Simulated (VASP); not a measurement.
Input of a VASP 6.6.1 run:

INCAR

```
AGGAC = 1.0
AGGAX = 1.0
ALDAC = 0.0
ALDAX = 1.0
ALGO = Normal
EDIFF = 1E-7
ENCUT = 520
GGA = B5
ISIF = 2
ISMEAR = -1
LASPH = T
LCHARG = F
LREAL = F
LWAVE = F
NBANDS = 14
NELM = 60
PREC = Accurate
SIGMA = 0.05
```

File KPOINTS:

```
k-points
0
Gamma
  10 10 10
```

The input POSCAR:

```
HfB
1.0
    0.0000000000      2.3100000000      2.3100000000
    2.3100000000      0.0000000000      2.3100000000
    2.3100000000      2.3100000000      0.0000000000
Hf B
1 1
Direct
    0.5000000000      0.5000000000      0.5000000000
    0.0000000000      0.0000000000      0.0000000000
```

Potentials or basis: VASP PAW PBE potentials, release 64 (Hf_pv, B).

Launch:

```bash
$ cat potpaw_PBE.64/Hf_pv/POTCAR potpaw_PBE.64/B/POTCAR > POTCAR
$ mpirun -np 1 vasp_std > vasp.out
```

(1) What does it give for the pressure?

Answers

(1) 38.1 GPa.

Caveat: the PAW data sets were made with another functional, which shifts forces and pressure a little.
